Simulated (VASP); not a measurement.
Set up this calculation in VASP 6.6.1, as the native input.

```yaml
Task: single point
Functional: r2SCAN
Potentials_or_basis: VASP PAW PBE potentials, release 64 (Si, W_sv)
Cutoff: 520 eV
k_mesh: 18 × 18 × 18
Occupations: gaussian, width 0.1 eV
Spin: no spin polarisation
Dipole_correction: no
Further_INCAR_settings: ALGO = Normal; EDIFF = 1e-06; NBANDS = 18
```

Si2W:

```
Si W
1.0
    -1.61453    1.61453    3.93355
     1.61453   -1.61453    3.93355
     1.61453    1.61453   -3.93355
Si W
2 1
Cartesian
  0.0000 0.0000 2.6320
  0.0000 0.0000 5.2351
  0.0000 0.0000 0.0000
```

One way to write it, as run:

POSCAR

```
Si2W
1.0
   -1.6145299054      1.6145299054      3.9335489408
    1.6145299054     -1.6145299054      3.9335489408
    1.6145299054      1.6145299054     -3.9335489408
Si W
2 1
Direct
    0.3345578121      0.3345578121      0.0000000000
    0.6654421879      0.6654421879      0.0000000000
    0.0000000000      0.0000000000      0.0000000000
```

INCAR.step1

```
SYSTEM = Si2W
  PREC = Accurate
  ENCUT = 520
  ISMEAR = 0
  SIGMA = 0.1
  LREAL = .False.
  LASPH = .True.
  NELM = 80
  NBANDS = 18
  GGA = PE
  ALGO = Normal
  EDIFF = 1E-4
  LWAVE = .True.
  LCHARG = .False.
```

INCAR.step2

```
SYSTEM = Si2W
  PREC = Accurate
  ENCUT = 520
  EDIFF = 1E-6
  ISMEAR = 0
  SIGMA = 0.1
  LREAL = .False.
  LASPH = .True.
  NELM = 80
  ALGO = Normal
  ISIF = 2
  LWAVE = .False.
  LCHARG = .False.
  METAGGA = R2SCAN
  LMIXTAU = .True.
  NBANDS = 18
  ISTART = 1
```

KPOINTS

```
Automatic mesh
0
Gamma
  18 18 18
  0 0 0
```

Potentials or basis: VASP PAW PBE potentials, release 64 (Si, W_sv).

Command:

```bash
$ cat potpaw_PBE.64/Si/POTCAR potpaw_PBE.64/W_sv/POTCAR > POTCAR
$ cp INCAR.step1 INCAR
$ mpirun -np 1 vasp_std > vasp.out
$ cp INCAR.step2 INCAR
$ mpirun -np 1 vasp_std > vasp.out
```

It gave:

The pressure is -4.2 GPa and the largest force is 0.092 eV/Å. The band gap on the k mesh is zero (bands 11 and 12 overlap by 1.29 eV).

Caveat: the cell stands under tension; the PAW data sets were made with another functional, which shifts forces and pressure a little; spin-orbit coupling is left out, which moves the levels of the heavy elements.

Run time: 21 min on 1 thread of Intel(R) Xeon(R) Platinum 8375C CPU @ 2.90GHz (Ice Lake), with other jobs on the host, peak memory 0.48 GiB.
